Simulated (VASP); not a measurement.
Input of a VASP 6.6.1 run:

Contents of POSCAR:

```
Au
1.0
   -1.6095223668      1.6095223668      1.6095223668
    1.6095223668     -1.6095223668      1.6095223668
    1.6095223668      1.6095223668     -1.6095223668
Au
1
Direct
    0.0000000000      0.0000000000      0.0000000000
```

Contents of INCAR.step1:

```
PREC = Accurate ; ENCUT = 520
ISMEAR = -1 ; SIGMA = 0.05
LREAL = F ; LASPH = T
NELM = 100 ; NBANDS = 12
GGA = PE ; ALGO = Normal
EDIFF = 1E-4 ; LWAVE = T
LCHARG = F
```

INCAR.step2

```
PREC = Accurate ; ENCUT = 520
EDIFF = 1E-6 ; ISMEAR = -1
SIGMA = 0.05 ; LREAL = F
LASPH = T ; NELM = 100
ALGO = Normal ; ISIF = 2
LWAVE = F ; LCHARG = F
METAGGA = R2SCAN ; LMIXTAU = T
NBANDS = 12 ; ISTART = 1
```

KPOINTS

```
regular mesh
0
Gamma
  11 11 11
```

Potentials or basis: VASP PAW PBE potentials, release 64 (Au).

Launch:

```console
$ cat potpaw_PBE.64/Au/POTCAR > POTCAR
$ cp INCAR.step1 INCAR
$ mpirun -np 1 vasp_std > vasp.out
$ cp INCAR.step2 INCAR
$ mpirun -np 1 vasp_std > vasp.out
```

Question: What does it give for the pressure?

Answer: 10.4 GPa.

Caveat: the PAW data sets were made with another functional, which shifts forces and pressure a little.
